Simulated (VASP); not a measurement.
Wanted: the native input for a VASP 6.6.1 run.

- Task: single point
- Functional: PBE
- Potentials or basis: VASP PAW PBE potentials, release 64 (P, B)
- Cutoff: 520 eV
- k mesh: 10 × 10 × 10
- Occupations: gaussian, width 0.013 eV
- Spin: no spin polarisation
- Dipole correction: no
- Further INCAR settings: ALGO = Normal; EDIFF = 1e-06; NBANDS = 11

The structure of BP lies in POSCAR:

```
BP
1.0
    0.0000000000      2.2690000000      2.2690000000
    2.2690000000      0.0000000000      2.2690000000
    2.2690000000      2.2690000000      0.0000000000
P B
1 1
Direct
    0.7500000000      0.7500000000      0.7500000000
    0.0000000000      0.0000000000      0.0000000000
```

These files were run (other wordings do the same):

INCAR

```
ALGO     = Normal         # electronic algorithm
EDIFF    = 1E-6           # SCF threshold, eV
ENCUT    = 520            # plane-wave cutoff, eV
GGA      = PE             # functional
ISIF     = 2              # what is computed and relaxed
ISMEAR   = 0              # smearing method
LASPH    = T              # aspherical terms in the spheres
LCHARG   = T              # write CHGCAR
LELF     = T              # ELF
LREAL    = F              # projectors in reciprocal space
LVHAR    = T            
LWAVE    = F              # write WAVECAR
NBANDS   = 11             # bands
NELM     = 100            # most SCF steps
PREC     = Accurate       # precision mode
SIGMA    = 0.013000000000000001 # smearing width, eV
```

KPOINTS

```
k-points
0
Gamma
  10 10 10
```

Potentials or basis: VASP PAW PBE potentials, release 64 (P, B).

Launch:

```console
$ cat potpaw_PBE.64/P/POTCAR potpaw_PBE.64/B/POTCAR > POTCAR
$ mpirun -np 1 vasp_std > vasp.out
```

It gave:

```yaml
Pressure: 0.9 GPa
Band_gap_on_the_k_mesh: 1.24 eV, indirect (least direct gap 3.40 eV)
```

Run time: 5.4 s on 1 thread of AMD EPYC 9R45 96-Core Processor (Zen 5), on a shared host, peak memory 0.1 GiB.
